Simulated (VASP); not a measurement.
B:

```xyz
1
Lattice="-1.1789 1.1789 1.1789 1.1789 -1.1789 1.1789 1.1789 1.1789 -1.1789" Properties=species:S:1:pos:R:3 pbc="T T T"
B     0.0000    0.0000    0.0000
```

* Program: VASP 6.6.1
* Task: relaxation of cell and atoms
* Functional: PBE
* Potentials or basis: VASP PAW PBE potentials, release 64 (B)
* Cutoff: 600 eV
* k mesh: 18 × 18 × 18
* Occupations: fermi-dirac, width 0.1 eV
* Spin: no spin polarisation

At the start: pressure -12.6 GPa; volume 6.55 Å³/atom.

How do energy, volume and symmetry change on relaxing?

Over 3 steps the energy falls by 17.4 meV/atom and the volume is 6.14 Å³/atom (-6.3 %); space group Im-3m (No. 229, to 0.05 Å).

The path:
| step | energy change (eV) | largest force (eV/Å) | pressure (GPa) | volume (Å³) |
| --- | --- | --- | --- | --- |
| 1 | 0.0000 | 0.0000 | -12.64 | 6.55 |
| 2 | -0.0169 | 0.0000 | 2.58 | 6.08 |
| 3 | -0.0174 | 0.0000 | 0.02 | 6.14 |

Final structure:
```
CELL_PARAMETERS angstrom
-1.15364 1.15364 1.15364
1.15364 -1.15364 1.15364
1.15364 1.15364 -1.15364
ATOMIC_POSITIONS crystal
B 0.00000 0.00000 0.00000
```
